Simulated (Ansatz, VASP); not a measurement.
Two plane-wave programs on Mg

```
CELL_PARAMETERS angstrom
-1.77228 1.77228 1.77228
1.77228 -1.77228 1.77228
1.77228 1.77228 -1.77228
ATOMIC_POSITIONS crystal
Mg 0.00000 0.00000 0.00000
```

Alike in both runs: task single point; functional LDA; k mesh 8 × 8 × 8; occupations methfessel-paxton of order 1, width 0.1 eV; no spin polarisation.

```csv
,VASP,Ansatz
version,VASP 6.6.1,Ansatz 0.2.0
potentials or method,"VASP PAW LDA potentials, release 64 (Mg), cutoff 520 eV","plane waves, PAW"
valence electrons in the cell,2,10
```

Ansatz gave:

* pressure (GPa): -1.3

Q: What did VASP give for the same quantities?

A: Pressure (GPa): -1.6.

LDA's correlation is that of Perdew and Zunger in VASP and of Perdew and Wang (1992) in Ansatz. VASP's potentials hold 2 valence electrons a cell and Ansatz's 10, so a difference there can come from the potentials and not from the codes.
